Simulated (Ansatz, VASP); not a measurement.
**One calculation of Hf, two programs**

File INCAR:

```
PREC     = Accurate       # precision mode
ENCUT    = 520            # plane-wave cutoff, eV
EDIFF    = 1E-6           # SCF threshold, eV
ISMEAR   = 0              # smearing method
SIGMA    = 0.15           # smearing width, eV
LREAL    = F              # projectors in reciprocal space
LASPH    = T              # aspherical terms in the spheres
NELM     = 80             # most SCF steps
ALGO     = Fast           # electronic algorithm
ISIF     = 2              # what is computed and relaxed
LWAVE    = F              # write WAVECAR
LCHARG   = T              # write CHGCAR
GGA      = CA             # functional
LELF     = T              # ELF
LVHAR    = T            
NBANDS   = 11             # bands
```

KPOINTS

```
regular mesh
0
Gamma
  20 20 20
```

POSCAR

```
Hf
1.0
    0.0000000000      2.1504776296      2.1504776296
    2.1504776296      0.0000000000      2.1504776296
    2.1504776296      2.1504776296      0.0000000000
Hf
1
Direct
    0.0000000000      0.0000000000      0.0000000000
```

Input for Ansatz:

```yaml
crystal:
  lattice:
    - [0.0, 2.1504776296, 2.1504776296]
    - [2.1504776296, 0.0, 2.1504776296]
    - [2.1504776296, 2.1504776296, 0.0]
  atoms:
    - { symbol: Hf, position: [0.0, 0.0, 0.0] }
basis:
  ecutwfc: 420
kpoints:
  mp_grid: { grid: [20, 20, 20] }
hamiltonian:
  xc: lda
scf:
  occupations: { method: gaussian, width: 0.15 }
output:
  forces: true
  stress: true
  eigenvalues: true
  write_density: true
  write_potential: true
  elf: true
  volumetric_format: npy
```

Alike in both runs: task single point; functional LDA; k mesh 20 × 20 × 20; occupations gaussian, width 0.15 eV; no spin polarisation.

```csv
,VASP,Ansatz
version,VASP 6.6.1,Ansatz 0.2.0
potentials or method,"VASP PAW LDA potentials, release 64 (Hf_pv), cutoff 520 eV","scalar-relativistic, plane waves, PAW"
valence electrons in the cell,10,26
```

|  | VASP | Ansatz | Ansatz less VASP |
| --- | --- | --- | --- |
| gap on the k mesh at the Fermi level (eV) | none | none | - |
| pressure (GPa) | 5.3 | 5.2 | -0.06 |

LDA's correlation is that of Perdew and Zunger in VASP and of Perdew and Wang (1992) in Ansatz. A gap of «none» marks a metal or a gap that the smearing closes. VASP's potentials hold 10 valence electrons a cell and Ansatz's 26, so a difference there can come from the potentials and not from the codes.

Spin-orbit coupling is off throughout.
